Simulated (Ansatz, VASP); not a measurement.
# LiF: VASP beside Ansatz

```
Li F
1.0
     0.00000    2.01400    2.01400
     2.01400    0.00000    2.01400
     2.01400    2.01400    0.00000
Li F
1 1
Cartesian
  0.0000 0.0000 0.0000
  2.0140 2.0140 2.0140
```

Alike in both runs: task single point; functional PBEsol; dispersion D3(BJ); k mesh 7 × 7 × 7; no spin polarisation.

|  | VASP | Ansatz |
| --- | --- | --- |
| version | VASP 6.6.1 | Ansatz 0.2.0 |
| potentials or method | VASP PAW PBE potentials, release 64 (Li_sv, F) | plane waves, PAW |
| plane-wave cutoff (eV) | 750 | 420 |
| occupations | gaussian, width 0.01 eV | fixed |
| valence electrons in the cell | 10 | 10 |

```csv
,VASP,Ansatz,Ansatz less VASP
gap on the k mesh at the Fermi level (eV),8.91,8.92,+0.010
pressure (GPa),-4.3,-4.0,+0.39
```

VASP's potentials were made for PBE, not for PBEsol. Ansatz's warnings: force scf threshold loose, stress scf threshold loose.
